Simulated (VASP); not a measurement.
# Fe (P6_3/mmc) in VASP: single point with LDA

Aim: the single point of Fe with LDA.

All numbers are computed with VASP 6.6.1; they aren't measurements. Logs are shortened: lines on timing, memory, paths and dates and some standing lists are left out, and cuts for length are marked.

## 1. The cell of the first run

The structure is hexagonal, space group P6_3/mmc (No. 194). Conventional cell: a = 2.347 Å, b = 2.347 Å, c = 3.797 Å, α = 90.00°, β = 90.00°, γ = 120.00°. Within 3.1 Å of Fe (site symmetry -6m2) lie 12 Fe at 2.33 to 2.35 Å.

This isn't the form of Fe at room conditions, which is bcc.

## 2. Single point, LDA, collinear spin, ferromagnetic start

Contents of INCAR:

```
  PREC = Accurate
  ENCUT = 520
  EDIFF = 1E-6
  ISMEAR = -1
  SIGMA = 0.1
  LREAL = F
  LASPH = T
  NELM = 150
  ALGO = Normal
  ISIF = 2
  LWAVE = F
  LCHARG = T
  ISPIN = 2
  MAGMOM = 3 3
  LORBIT = 11
  LMAXMIX = 4
  GGA = CA
  LELF = T
  LVHAR = T
  NBANDS = 19
```

Contents of KPOINTS:

```
regular mesh
0
Gamma
  11 11 12
```

Contents of POSCAR:

```
Fe
1.0
    2.3470000000      0.0000000000      0.0000000000
   -1.1735000000      2.0325616227      0.0000000000
    0.0000000000      0.0000000000      3.7970000000
Fe
2
Direct
    0.3333333333      0.6666666667      0.2500000000
    0.6666666667      0.3333333333      0.7500000000
```

Potentials or basis: VASP PAW LDA potentials, release 64 (Fe).

On the command line:

```sh
> cat potpaw_LDA.64/Fe/POTCAR > POTCAR
> mpirun -np 1 vasp_std > vasp.out
```

OUTCAR:

```text
PREC = Accurate
   ENCUT = 520
   EDIFF = 1E-6
   ISMEAR = -1
   LREAL = F
   LASPH = T
   NELM = 150
   ISIF = 2
   ISPIN = 2
   LORBIT = 11
   GGA = CA

 ion  position               nearest neighbor table
   1  0.333  0.667  0.250-   2 2.33   2 2.33   2 2.33   2 2.33   2 2.33   2 2.33
   2  0.667  0.333  0.750-   1 2.33   1 2.33   1 2.33   1 2.33   1 2.33   1 2.33

  LATTYP: Found a hexagonal cell.
 ALAT       =     2.3470000000
 C/A-ratio  =     1.6178099702

  Lattice vectors:

 A1 = (   2.3470000000,   0.0000000000,   0.0000000000)
 A2 = (  -1.1735000000,   2.0325616227,   0.0000000000)
 A3 = (   0.0000000000,   0.0000000000,   3.7970000000)

Analysis of symmetry for initial positions (statically):
=====================================================================
 Subroutine PRICEL returns:
 Original cell was already a primitive cell.

 Routine SETGRP: Setting up the symmetry group for a
 hexagonal supercell.

 Subroutine GETGRP returns: Found 24 space group operations
 (whereof 12 operations were pure point group operations)
 out of a pool of 24 trial point group operations.

The static configuration has the point symmetry D_3d.
 The point group associated with its full space group is D_6h.

Analysis of symmetry for dynamics (positions and initial velocities):
=====================================================================
 Subroutine PRICEL returns:
 Original cell was already a primitive cell.

 Routine SETGRP: Setting up the symmetry group for a
 hexagonal supercell.

 Subroutine GETGRP returns: Found 24 space group operations
 (whereof 12 operations were pure point group operations)
 out of a pool of 24 trial point group operations.

The dynamic configuration has the point symmetry D_3d.
 The point group associated with its full space group is D_6h.

Analysis of structural, dynamic, and magnetic symmetry:
=====================================================================
 Subroutine PRICEL returns:
 Original cell was already a primitive cell.

 Routine SETGRP: Setting up the symmetry group for a
 hexagonal supercell.

 Subroutine GETGRP returns: Found 24 space group operations
 (whereof 12 operations were pure point group operations)
 out of a pool of 24 trial point group operations.

The overall configuration has the point symmetry D_3d.
 The point group associated with its full space group is D_6h.

 Subroutine INISYM returns: Found 24 space group operations
 (whereof 12 operations are pure point group operations),
 and found     1 'primitive' translations

----------------------------------------------------------------------------------------

                                     Primitive cell

  volume of cell :      18.1133

  direct lattice vectors                    reciprocal lattice vectors
     2.347000000  0.000000000  0.000000000     0.426075841  0.245995002  0.000000000
    -1.173500000  2.032561623  0.000000000     0.000000000  0.491990004  0.000000000
     0.000000000  0.000000000  3.797000000     0.000000000  0.000000000  0.263365815

  length of vectors
     2.347000000  2.347000000  3.797000000     0.491990004  0.491990004  0.263365815

  position of ions in fractional coordinates (direct lattice)
     0.333333333  0.666666667  0.250000000
     0.666666667  0.333333333  0.750000000

  ion indices of the primitive-cell ions
   primitive index   ion index
                 1           1
                 2           2

----------------------------------------------------------------------------------------

 KPOINTS: regular mesh

Automatic generation of k-mesh.
 Grid dimensions read from file:
 generate k-points for:   11   11   12

 Generating k-lattice:

  Cartesian coordinates                     Fractional coordinates (reciprocal lattice)
     0.038734167  0.022363182  0.000000000     0.090909091  0.000000000  0.000000000
     0.000000000  0.044726364  0.000000000     0.000000000  0.090909091  0.000000000
     0.000000000  0.000000000  0.021947151     0.000000000  0.000000000  0.083333333

  Length of vectors
     0.044726364  0.044726364  0.021947151

  Shift w.r.t. Gamma in fractional coordinates (k-lattice)
     0.000000000  0.000000000  0.000000000

 Subroutine IBZKPT returns following result:
 ===========================================

 Found    112 irreducible k-points:

 Following reciprocal coordinates:
            Coordinates               Weight
  0.000000  0.000000  0.000000      1.000000
  0.090909 -0.000000  0.000000      6.000000
  0.181818 -0.000000  0.000000      6.000000
  0.272727 -0.000000  0.000000      6.000000
  0.363636 -0.000000  0.000000      6.000000
  0.454545 -0.000000  0.000000      6.000000
[... 16 lines left out ...]
  0.090909  0.090909  0.083333     12.000000
  0.181818  0.090909  0.083333     24.000000
 [... further k-points ...]
   k-points           NKPTS =    112   k-points in BZ     NKDIM =    112   number of bands    NBANDS=     19
   number of dos      NEDOS =    301   number of ions     NIONS =      2
   total plane-waves  NPLWV =   9072
   dimension x,y,z NGX =    18 NGY =   18 NGZ =   28
   dimension x,y,z NGXF=    36 NGYF=   36 NGZF=   56
   ions per type =               2
   NGX,Y,Z   is equivalent  to a cutoff of  12.75, 12.75, 12.26 a.u.
   NGXF,Y,Z  is equivalent  to a cutoff of  25.50, 25.50, 24.52 a.u.
 SYSTEM =  unknown system
   PREC   = accura    normal or accurate (medium, high low for compatibility)
   ISTART =      0    job   : 0-new  1-cont  2-samecut
   ICHARG =      2    charge: 1-file 2-atom 10-const
   ISPIN  =      2    spin polarized calculation?
   LNONCOLLINEAR =      F non collinear calculations
   LSORBIT =      F    spin-orbit coupling
   LASPH  =      T    aspherical Exc in radial PAW
   ENCUT  =  520.0 eV  38.22 Ry    6.18 a.u.   4.36  4.36  7.06*2*pi/ulx,y,z
   NELM   =    150;   NELMIN=  2; NELMDL= -5     # of ELM steps
   EDIFF  = 0.1E-05   stopping-criterion for ELM
   LREAL  =      F    real-space projection
[... 7 lines left out ...]
   TEBEG  =    0.0;   TEEND  =   0.0 temperature during run
   PSTRESS=    0.0 pullay stress
   NELECT =      16.0000    total number of electrons
   NUPDOWN=      -1.0000    fix difference up-down
   EMIN   =  10.00;   EMAX   =-10.00  energy-range for DOS
   EFERMI =   0.00;   METHOD = LEGACY
   ISMEAR =    -1;   SIGMA  =   0.10  broadening in eV -4-tet -1-fermi 0-gaus
   EFERMI_NEDOS =   21; number of points for ismear=-14 and -15
   IALGO  =     38    algorithm
   IMIX   =      4    mixing-type and parameters
     AMIX     =   0.40;   BMIX     =  1.00
     AMIX_MAG =   1.60;   BMIX_MAG =  1.00
  volume/ion in A,a.u.               =       9.06        61.12
  Fermi-wavevector in a.u.,A,eV,Ry     =   1.570781  2.968346 33.570383  2.467354
  Thomas-Fermi vector in A             =   2.672463
   LORBIT       =     11    0 simple, 1 ext, 2 COOP (PROOUT), +10 PAW based schemes
   GGA     = CA    functional components
   LHFCALC =     F    Hartree Fock is set to
   AEXX    =    0.0000 exact exchange contribution
   IVDW    =     0    specifies the selected vdW correction
   LEPSILON=     F    determine dielectric tensor
   LRPA    =     F    only Hartree local field effects (RPA)
 spin polarized calculation
  energy-cutoff  :      520.00
  volume of cell :       18.11
 maximum number of plane-waves:       513
 NGX is ok and might be reduce to    18
   NGX =  9   NGY =  9   NGZ = 15

 number of electron      15.9999993 magnetization       0.0009203

 number of electron      15.9999993 magnetization      -0.0005829

 Free energy of the ion-electron system (eV)
  ---------------------------------------------------
  ext. energy  EPLUGINS =         0.00000000
  ---------------------------------------------------
  free energy    TOTEN  =       -18.79318965 eV

  energy without entropy =      -18.72064463  energy(sigma->0) =      -18.75691714

 E-fermi :   8.1901     XC(G=0): -14.7711

 val. band max:        8.1840464906   @ k =   0.3636  -0.0000   0.3333
 cond. band min:       8.1967210679   @ k =   0.2727  -0.0000   0.0000
 fundamental gap:      0.0126745772
 Fermi energy:         8.1901474122

 spin component 1

 k-point     1 :       0.0000    0.0000    0.0000
  band No.  band energies     occupation
      1      -1.3326      1.00000
      2       2.5189      1.00000
      3       6.2075      1.00000
      4       6.2502      1.00000
      5       6.2502      1.00000
      6       6.7695      1.00000
[... 11 lines left out ...]
     18      37.1165      0.00000
     19      37.9137      0.00000

 k-point     2 :       0.0909   -0.0000    0.0000
  band No.  band energies     occupation
      1      -0.9903      1.00000
      2       2.7516      1.00000
      3       5.8223      1.00000
      4       6.4592      1.00000
      5       6.5450      1.00000
      6       6.6811      1.00000
[... 11 lines left out ...]
     18      36.9440      0.00000
     19      37.6312      0.00000

 k-point     3 :       0.1818   -0.0000    0.0000
  band No.  band energies     occupation
      1      -0.0272      1.00000
      2       3.2902      1.00000
      3       5.3337      1.00000
      4       5.5579      1.00000
      5       6.3529      1.00000
      6       6.8647      1.00000
[... 11 lines left out ...]
     18      35.5503      0.00000
     19      38.0682      0.00000

 k-point     4 :       0.2727   -0.0000    0.0000
  band No.  band energies     occupation
      1       1.3192      1.00000
      2       3.5573      1.00000
      3       4.4588      1.00000
      4       5.1298      1.00000
      5       6.2522      1.00000
      6       6.4958      1.00000
[... 407 lines left out ...]
     18      32.6401      0.00000
     19      35.0857      0.00000

 k-point    23 :       0.0909    0.0909    0.0833
  band No.  band energies     occupation
      1      -0.2589      1.00000
      2       3.1662      1.00000
      3       5.4366      1.00000
      4       5.8022      1.00000
      5       6.5323      1.00000
      6       6.5452      1.00000
[... 11 lines left out ...]
     18      35.8523      0.00000
     19      36.6984      0.00000

 k-point    24 :       0.1818    0.0909    0.0833
  band No.  band energies     occupation
      1       0.9078      1.00000
      2       3.6874      1.00000
      3       4.7884      1.00000
      4       4.9907      1.00000
      5       6.2062      1.00000
      6       6.4427      1.00000
[... 11 lines left out ...]
     18      34.3038      0.00000
     19      37.3516      0.00000

 [... further k-points ...]

 spin component 2

 k-point     1 :       0.0000    0.0000    0.0000
  band No.  band energies     occupation
      1      -1.3327      1.00000
      2       2.5188      1.00000
      3       6.2073      1.00000
      4       6.2500      1.00000
      5       6.2500      1.00000
      6       6.7692      1.00000
[... 11 lines left out ...]
     18      37.1165      0.00000
     19      37.9136      0.00000

 k-point     2 :       0.0909   -0.0000    0.0000
  band No.  band energies     occupation
      1      -0.9904      1.00000
      2       2.7515      1.00000
      3       5.8222      1.00000
      4       6.4590      1.00000
      5       6.5448      1.00000
      6       6.6809      1.00000
[... 11 lines left out ...]
     18      36.9439      0.00000
     19      37.6310      0.00000

 k-point     3 :       0.1818   -0.0000    0.0000
  band No.  band energies     occupation
      1      -0.0272      1.00000
      2       3.2901      1.00000
      3       5.3335      1.00000
      4       5.5577      1.00000
      5       6.3527      1.00000
      6       6.8645      1.00000
[... 11 lines left out ...]
     18      35.5502      0.00000
     19      38.0682      0.00000

 k-point     4 :       0.2727   -0.0000    0.0000
  band No.  band energies     occupation
      1       1.3191      1.00000
      2       3.5572      1.00000
      3       4.4587      1.00000
      4       5.1297      1.00000
      5       6.2520      1.00000
      6       6.4956      1.00000
[... 407 lines left out ...]
     18      32.6399      0.00000
     19      35.0856      0.00000

 k-point    23 :       0.0909    0.0909    0.0833
  band No.  band energies     occupation
      1      -0.2589      1.00000
      2       3.1660      1.00000
      3       5.4364      1.00000
      4       5.8020      1.00000
      5       6.5321      1.00000
      6       6.5450      1.00000
[... 11 lines left out ...]
     18      35.8522      0.00000
     19      36.6983      0.00000

 k-point    24 :       0.1818    0.0909    0.0833
  band No.  band energies     occupation
      1       0.9077      1.00000
      2       3.6872      1.00000
      3       4.7882      1.00000
      4       4.9905      1.00000
      5       6.2060      1.00000
      6       6.4425      1.00000
[... 11 lines left out ...]
     18      34.3037      0.00000
     19      37.3515      0.00000

 [... further k-points ...]

------------------------ aborting loop because EDIFF is reached ----------------------------------------

  FORCE on cell =-STRESS in cart. coord.  units (eV):
  Direction    XX          YY          ZZ          XY          YZ          ZX
  --------------------------------------------------------------------------------------
  -------------------------------------------------------------------------------------
  Total        2.8387056      2.8387056      1.3536503      0.0000000      0.0000000      0.0000000
  in kB      251.0923741    251.0923741    119.7345965      0.0000000      0.0000000      0.0000000
  external PRESSURE =     207.3064483 kB  Pullay stress =       0.0000000 kB

 VOLUME and BASIS-vectors are now :
 -----------------------------------------------------------------------------
  energy-cutoff  :      520.00
  volume of cell :       18.11
      direct lattice vectors                 reciprocal lattice vectors
     2.347000000  0.000000000  0.000000000     0.426075841  0.245995002  0.000000000
    -1.173500000  2.032561623  0.000000000     0.000000000  0.491990004  0.000000000
     0.000000000  0.000000000  3.797000000     0.000000000  0.000000000  0.263365815

 POSITION                                       TOTAL-FORCE (eV/Angst)
 -----------------------------------------------------------------------------------
     -0.00000      1.35504      0.94925        -0.000000     -0.000000      0.000000
      1.17350      0.67752      2.84775         0.000000      0.000000      0.000000
 -----------------------------------------------------------------------------------
    total drift:                                0.000000     -0.000000     -0.000000

  FREE ENERGIE OF THE ION-ELECTRON SYSTEM (eV)
  ---------------------------------------------------
  free  energy   TOTEN  =       -18.7931896499 eV

  energy  without entropy=      -18.7206446306  energy(sigma->0) =      -18.75691714

 total charge

# of ion       s       p       d       tot
------------------------------------------
    1        0.600   0.762   6.487   7.849
    2        0.600   0.762   6.487   7.849
--------------------------------------------------
tot          1.200   1.524  12.975  15.698

 magnetization (x)

# of ion       s       p       d       tot
------------------------------------------
    1        0.000   0.000  -0.000  -0.000
    2        0.000   0.000  -0.000  -0.000
--------------------------------------------------
tot          0.000   0.000  -0.000  -0.000
```

Wall time 91 s (1 thread of Intel Xeon 8259CL, shared host); peak memory 0.16 GiB.

Results:

```
Free energy                                           : -18.7932 eV
Pressure                                              : 20.7 GPa
Band gap on the k mesh                                : zero (filled and empty bands overlap)
Net moment                                            : 0.00 μB per cell
Valence electrons inside the program's atomic spheres : Fe 7.85
```

Levels at points of the mesh, in eV from the Fermi level:
Spin up:
| k point | band 4 | band 5 | band 6 | band 7 | band 8 | band 9 | band 10 | band 11 | band 12 | band 13 |
| --- | --- | --- | --- | --- | --- | --- | --- | --- | --- | --- |
| (0.00, 0.00, 0.00) | -1.94 | -1.94 | -1.42 | -1.42 | -0.86 | -0.86 | 0.38 | 0.87 | 0.87 | 9.74 |
| (0.00, 0.00, 0.50) | -2.53 | -2.03 | -2.03 | -2.03 | -2.03 | 0.40 | 0.40 | 0.40 | 0.40 | 18.12 |
Spin down:
```tsv
k point	band 6	band 7	band 8	band 9	band 10	band 11
(0.00, 0.00, 0.00)	-1.42	-1.42	-0.86	-0.86	0.38	0.87
(0.00, 0.00, 0.50)	-2.03	-2.03	-2.03	0.40	0.40	0.40
```

Caveat: the cell stands under pressure.
